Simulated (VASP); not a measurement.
# InO2 (fluorite type) (Fm-3m) in VASP: notebook, part 2 of 2

VASP 6.6.1.

## 4. Single point, r2SCAN

This run uses another cell than the first one, of 12.28 Å³/atom, 1.031 times its volume.

File POSCAR:

```
InO2
1.0
    0.0000000000      2.6408605104      2.6408605104
    2.6408605104      0.0000000000      2.6408605104
    2.6408605104      2.6408605104      0.0000000000
In O
1 2
Direct
    0.0000000000      0.0000000000      0.0000000000
    0.2500000000      0.2500000000      0.2500000000
    0.7500000000      0.7500000000      0.7500000000
```

File INCAR.step1:

```
PREC = Accurate ; ENCUT = 520
ISMEAR = -1 ; SIGMA = 0.1
LREAL = False ; LASPH = True
NELM = 60 ; NBANDS = 20
GGA = PE ; ALGO = Normal
EDIFF = 1E-4 ; LWAVE = True
LCHARG = False
```

File INCAR.step2:

```
PREC = Accurate ; ENCUT = 520
EDIFF = 1E-6 ; ISMEAR = -1
SIGMA = 0.1 ; LREAL = False
LASPH = True ; NELM = 60
ALGO = Normal ; ISIF = 2
LWAVE = False ; LCHARG = False
METAGGA = R2SCAN ; LMIXTAU = True
NBANDS = 20 ; ISTART = 1
```

File KPOINTS:

```
regular mesh
0
Gamma
  11 11 11
```

Potentials or basis: VASP PAW PBE potentials, release 64 (In_d, O).

Run with:

```bash
cat potpaw_PBE.64/In_d/POTCAR potpaw_PBE.64/O/POTCAR > POTCAR
cp INCAR.step1 INCAR
mpirun -np 1 vasp_std > vasp.out
cp INCAR.step2 INCAR
mpirun -np 1 vasp_std > vasp.out
```

OUTCAR:

```text
PREC = Accurate
   ENCUT = 520
   EDIFF = 1E-6
   ISMEAR = -1
   LREAL = False
   LASPH = True
   NELM = 60
   ISIF = 2
   METAGGA = R2SCAN
   ISTART = 1

 ion  position               nearest neighbor table
   1  0.000  0.000  0.000-   3 2.29   3 2.29   3 2.29   2 2.29   3 2.29   2 2.29   2 2.29   2 2.29

   2  0.250  0.250  0.250-   1 2.29   1 2.29   1 2.29   1 2.29
   3  0.750  0.750  0.750-   1 2.29   1 2.29   1 2.29   1 2.29

  LATTYP: Found a face centered cubic cell.
 ALAT       =     5.2817210208

  Lattice vectors:

 A1 = (   0.0000000000,   2.6408605104,   2.6408605104)
 A2 = (   2.6408605104,   0.0000000000,   2.6408605104)
 A3 = (   2.6408605104,   2.6408605104,   0.0000000000)

Analysis of symmetry for initial positions (statically):
=====================================================================
 Subroutine PRICEL returns:
 Original cell was already a primitive cell.

 Routine SETGRP: Setting up the symmetry group for a
 face centered cubic supercell.

 Subroutine GETGRP returns: Found 48 space group operations
 (whereof 48 operations were pure point group operations)
 out of a pool of 48 trial point group operations.

The static configuration has the point symmetry O_h .

Analysis of symmetry for dynamics (positions and initial velocities):
=====================================================================
 Subroutine PRICEL returns:
 Original cell was already a primitive cell.

 Routine SETGRP: Setting up the symmetry group for a
 face centered cubic supercell.

 Subroutine GETGRP returns: Found 48 space group operations
 (whereof 48 operations were pure point group operations)
 out of a pool of 48 trial point group operations.

The dynamic configuration has the point symmetry O_h .

 Subroutine INISYM returns: Found 48 space group operations
 (whereof 48 operations are pure point group operations),
 and found     1 'primitive' translations
[... 105 lines left out ...]
   POTIM  = 0.5000    time-step for ionic-motion
   TEBEG  =    0.0;   TEEND  =   0.0 temperature during run
   PSTRESS=    0.0 pullay stress
   NELECT =      25.0000    total number of electrons
   NUPDOWN=      -1.0000    fix difference up-down
   EMIN   =  10.00;   EMAX   =-10.00  energy-range for DOS
   EFERMI =   0.00;   METHOD = LEGACY
   ISMEAR =    -1;   SIGMA  =   0.10  broadening in eV -4-tet -1-fermi 0-gaus
   EFERMI_NEDOS =   21; number of points for ismear=-14 and -15
   IALGO  =     38    algorithm
   IMIX   =      4    mixing-type and parameters
     AMIX     =   0.40;   BMIX     =  1.00
     AMIX_MAG =   1.60;   BMIX_MAG =  1.00
  volume/ion in A,a.u.               =      12.28        82.86
  Fermi-wavevector in a.u.,A,eV,Ry     =   1.438686  2.718722 28.161578  2.069818
  Thomas-Fermi vector in A             =   2.557625
   LORBIT       =      0    0 simple, 1 ext, 2 COOP (PROOUT), +10 PAW based schemes
   METAGGA = R2SCAN    functional components
   LHFCALC =     F    Hartree Fock is set to
   AEXX    =    0.0000 exact exchange contribution
   IVDW    =     0    specifies the selected vdW correction
   LEPSILON=     F    determine dielectric tensor
   LRPA    =     F    only Hartree local field effects (RPA)
 non-spin polarized calculation
  energy-cutoff  :      520.00
  volume of cell :       36.84
 maximum number of plane-waves:      1006
   NGX = 13   NGY = 13   NGZ = 13

 number of electron      25.0000003 magnetization

 Free energy of the ion-electron system (eV)
  ---------------------------------------------------
  ext. energy  EPLUGINS =         0.00000000
  ---------------------------------------------------
  free energy    TOTEN  =       -37.74100647 eV

  energy without entropy =      -37.63034211  energy(sigma->0) =      -37.68567429

 E-fermi :   4.6220     XC(G=0): -11.8081

 val. band max:        4.6159143965   @ k =  -0.2727   0.2727   0.0909
 cond. band min:       4.6228062636   @ k =  -0.2727   0.4545   0.1818
 fundamental gap:      0.0068918671
 Fermi energy:         4.6220003862

 k-point     1 :       0.0000    0.0000    0.0000
  band No.  band energies     occupation
      1     -14.4391      2.00000
      2     -11.7891      2.00000
      3      -8.3658      2.00000
      4      -8.3657      2.00000
      5      -8.3657      2.00000
      6      -7.9990      2.00000
[... 541 lines left out ...]
     19      21.6408      0.00000
     20      24.4897      0.00000

 [... further k-points ...]
[... 5 lines left out ...]
  --------------------------------------------------------------------------------------
  -------------------------------------------------------------------------------------
  Total       -1.5686571     -1.5686571     -1.5686571      0.0000000     -0.0000000      0.0000000
  in kB      -68.2295041    -68.2295041    -68.2295041      0.0000000     -0.0000000      0.0000000
  external PRESSURE =     -68.2295041 kB  Pullay stress =       0.0000000 kB

 VOLUME and BASIS-vectors are now :
 -----------------------------------------------------------------------------
  energy-cutoff  :      520.00
  volume of cell :       36.84
      direct lattice vectors                 reciprocal lattice vectors
     0.000000000  2.640860510  2.640860510    -0.189332226  0.189332226  0.189332226
     2.640860510  0.000000000  2.640860510     0.189332226 -0.189332226  0.189332226
     2.640860510  2.640860510  0.000000000     0.189332226  0.189332226 -0.189332226

 POSITION                                       TOTAL-FORCE (eV/Angst)
 -----------------------------------------------------------------------------------
      0.00000      0.00000      0.00000         0.000000      0.000000      0.000000
      1.32043      1.32043      1.32043         0.000000      0.000000      0.000000
      3.96129      3.96129      3.96129        -0.000000     -0.000000     -0.000000
 -----------------------------------------------------------------------------------
    total drift:                                0.000000     -0.000000      0.000000

  FREE ENERGIE OF THE ION-ELECTRON SYSTEM (eV)
  ---------------------------------------------------
  free  energy   TOTEN  =       -37.7410064670 eV

  energy  without entropy=      -37.6303421124  energy(sigma->0) =      -37.68567429
```

OUTCAR.step1:

```text
PREC = Accurate
   ENCUT = 520
   ISMEAR = -1
   LREAL = False
   LASPH = True
   NELM = 60
[... 775 lines left out ...]
      0.00000      0.00000      0.00000         0.000000     -0.000000      0.000000
      1.32043      1.32043      1.32043        -0.000000      0.000000     -0.000000
      3.96129      3.96129      3.96129         0.000000      0.000000      0.000000
 -----------------------------------------------------------------------------------
    total drift:                                0.000000     -0.000000      0.000000

  FREE ENERGIE OF THE ION-ELECTRON SYSTEM (eV)
  ---------------------------------------------------
  free  energy   TOTEN  =       -15.1731294728 eV

  energy  without entropy=      -15.0599089508  energy(sigma->0) =      -15.11651921
```

OSZICAR.step1:

```text
N       E                     dE             d eps       ncg     rms          rms(c)
DAV:   1     0.228626659375E+03    0.22863E+03   -0.12507E+04  2340   0.166E+03
DAV:   2     0.482230149344E+01   -0.22380E+03   -0.21192E+03  2396   0.416E+02
DAV:   3    -0.164003097260E+02   -0.21223E+02   -0.20743E+02  2568   0.122E+02
DAV:   4    -0.170310184733E+02   -0.63071E+00   -0.62886E+00  2528   0.210E+01
DAV:   5    -0.170530319141E+02   -0.22013E-01   -0.22010E-01  3132   0.396E+00    0.928E+00
DAV:   6    -0.151807379299E+02    0.18723E+01   -0.60025E+00  3396   0.353E+01    0.532E+00
DAV:   7    -0.151822103280E+02   -0.14724E-02   -0.30360E-01  2412   0.460E+00    0.174E+00
DAV:   8    -0.151725631201E+02    0.96472E-02   -0.19551E-02  2552   0.147E+00    0.594E-01
DAV:   9    -0.151726583813E+02   -0.95261E-04   -0.47946E-03  2820   0.109E+00    0.860E-02
DAV:  10    -0.151731093681E+02   -0.45099E-03   -0.84772E-04  2668   0.304E-01    0.447E-02
DAV:  11    -0.151731294728E+02   -0.20105E-04   -0.39019E-05  2040   0.661E-02
   1 F= -.15173129E+02 E0= -.15116519E+02  d E =-.113221E+00
```

Run time: 3.4 min. Hardware: 1 thread of Intel Xeon 8259CL, shared host; peak memory 0.19 GiB.

What came out:

- Free energy: -37.7410 eV
- Pressure: -6.8 GPa

Levels at points of the mesh, in eV from the Fermi level:
| k point | band 10 | band 11 | band 12 | band 13 | band 14 | band 15 | band 16 | band 17 |
| --- | --- | --- | --- | --- | --- | --- | --- | --- |
| (0.00, 0.00, 0.00) | -1.76 | -0.72 | -0.72 | -0.72 | 2.48 | 10.05 | 10.05 | 10.05 |

Caveat: the PAW data sets were made with another functional, which shifts forces and pressure a little; spin-orbit coupling is left out, which moves the levels of the heavy elements; an odd number of electrons without spin polarisation forces a metal; a magnetic or distorted state may lie lower.

## 5. Single point, r2SCAN

This run uses another cell than the first one, of 12.64 Å³/atom, 1.061 times its volume.

File POSCAR:

```
InO2
1.0
    0.0000000000      2.6667529508      2.6667529508
    2.6667529508      0.0000000000      2.6667529508
    2.6667529508      2.6667529508      0.0000000000
In O
1 2
Direct
    0.0000000000      0.0000000000      0.0000000000
    0.2500000000      0.2500000000      0.2500000000
    0.7500000000      0.7500000000      0.7500000000
```

File INCAR.step1:

```
SYSTEM = InO2
ALGO = Normal
EDIFF = 1E-4
ENCUT = 520
GGA = PE
ISMEAR = -1
LASPH = .True.
LCHARG = .False.
LREAL = .False.
LWAVE = .True.
NBANDS = 20
NELM = 80
PREC = Accurate
SIGMA = 0.1
```

File INCAR.step2:

```
SYSTEM = InO2
ALGO = Normal
EDIFF = 1E-6
ENCUT = 520
ISIF = 2
ISMEAR = -1
ISTART = 1
LASPH = .True.
LCHARG = .False.
LMIXTAU = .True.
LREAL = .False.
LWAVE = .False.
METAGGA = R2SCAN
NBANDS = 20
NELM = 80
PREC = Accurate
SIGMA = 0.1
```

File KPOINTS:

```
k-points
0
Gamma
  11 11 11
  0 0 0
```

Run with:

```bash
cat potpaw_PBE.64/In_d/POTCAR potpaw_PBE.64/O/POTCAR > POTCAR
cp INCAR.step1 INCAR
mpirun -np 1 vasp_std > vasp.out
cp INCAR.step2 INCAR
mpirun -np 1 vasp_std > vasp.out
```

It took 3.5 min on 1 thread of Intel Xeon 8259CL, shared host; peak memory 0.19 GiB.

It converged, with:

| Quantity | Value |
| --- | --- |
| Free energy | -37.6825 eV |
| Pressure | -10.8 GPa |

Levels at points of the mesh, in eV from the Fermi level:
| k point | band 10 | band 11 | band 12 | band 13 | band 14 | band 15 | band 16 | band 17 |
| --- | --- | --- | --- | --- | --- | --- | --- | --- |
| (0.00, 0.00, 0.00) | -1.73 | -0.68 | -0.68 | -0.68 | 2.23 | 9.91 | 9.91 | 9.91 |

Caveat: the PAW data sets were made with another functional, which shifts forces and pressure a little; spin-orbit coupling is left out, which moves the levels of the heavy elements; an odd number of electrons without spin polarisation forces a metal; a magnetic or distorted state may lie lower.

## 6. Summary

| cell | gap on the mesh (eV) | pressure (GPa) |
| --- | --- | --- |
| a = 3.697 Å, angles 60.0°, 3 atoms | none | -2.1 |
| a = 3.735 Å, angles 60.0°, 3 atoms | none | -6.8 |
| a = 3.771 Å, angles 60.0°, 3 atoms | none | -10.8 |

Alike in all rows: task single point; level r2SCAN; potentials or basis VASP PAW PBE potentials, release 64 (In_d, O); no spin polarisation; k mesh 11 × 11 × 11; cutoff (eV) 520; smearing fermi-dirac 0.1 eV.

Caveats: the PAW data sets were made with another functional, which shifts forces and pressure a little; spin-orbit coupling is left out, which moves the levels of the heavy elements; an odd number of electrons without spin polarisation forces a metal; a magnetic or distorted state may lie lower.

Total energies depend on the potentials used, so only differences within one code and one set of settings carry meaning.
